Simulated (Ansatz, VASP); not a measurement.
## Two plane-wave programs on ZrMo3

Contents of INCAR:

```
PREC = Accurate ; ENCUT = 520
EDIFF = 1E-8 ; ISMEAR = -1
SIGMA = 0.05 ; LREAL = F
LASPH = T ; NELM = 60
ALGO = Normal ; ISIF = 2
LWAVE = F ; LCHARG = F
GGA = PE ; LEFG = T
NBANDS = 64
```

KPOINTS

```
regular mesh
0
Gamma
  6 6 6
```

POSCAR

```
ZrMo3
1.0
    4.9420000000      0.0000000000      0.0000000000
    0.0000000000      4.9420000000      0.0000000000
    0.0000000000      0.0000000000      4.9420000000
Zr Mo
2 6
Direct
    0.0000000000      0.0000000000      0.0000000000
    0.5000000000      0.5000000000      0.5000000000
    0.2500000000      0.0000000000      0.5000000000
    0.5000000000      0.7500000000      0.0000000000
    0.7500000000      0.0000000000      0.5000000000
    0.5000000000      0.2500000000      0.0000000000
    0.0000000000      0.5000000000      0.7500000000
    0.0000000000      0.5000000000      0.2500000000
```

Input for Ansatz:

```yaml
crystal:
  lattice:
    - [4.942, 0.0, 0.0]
    - [0.0, 4.942, 0.0]
    - [0.0, 0.0, 4.942]
  atoms:
    - { symbol: Zr, position: [0.0, 0.0, 0.0] }
    - { symbol: Zr, position: [0.5, 0.5, 0.5] }
    - { symbol: Mo, position: [0.25, 0.0, 0.5] }
    - { symbol: Mo, position: [0.5, 0.75, 0.0] }
    - { symbol: Mo, position: [0.75, 0.0, 0.5] }
    - { symbol: Mo, position: [0.5, 0.25, 0.0] }
    - { symbol: Mo, position: [0.0, 0.5, 0.75] }
    - { symbol: Mo, position: [0.0, 0.5, 0.25] }
kpoints:
  mp_grid: { grid: [6, 6, 6] }
scf:
  occupations: { method: fermi_dirac, width: 0.05 }
hamiltonian:
  xc: pbe
  pseudopotentials: { kind: paw }
output:
  forces: true
  stress: true
  populations: true
  efg:
    quadrupole_moments_barn: { Zr: -0.176, Mo: -0.022 }
    contact_densities: true
```

Alike in both runs: task electric field gradients; functional PBE; k mesh 6 × 6 × 6; occupations fermi-dirac, width 0.05 eV; no spin polarisation.

|  | VASP | Ansatz |
| --- | --- | --- |
| version | VASP 6.6.1 | Ansatz 0.2.0 |
| potentials or method | VASP PAW PBE potentials, release 64 (Zr_sv, Mo_sv) | plane-wave PAW, scalar-relativistic |
| plane-wave cutoff (eV) | 520 | 420 |
| valence electrons in the cell | 108 | 108 |

VASP gave:

```
size of Vzz on the site where it differs most (V/Å²) : 110.0
```

Question: What did Ansatz give for the same quantities?

Answer: Size of Vzz on the site where it differs most (V/Å²): 110.4.

The functional is the same, so the differences come from potentials, cutoffs and numerics.
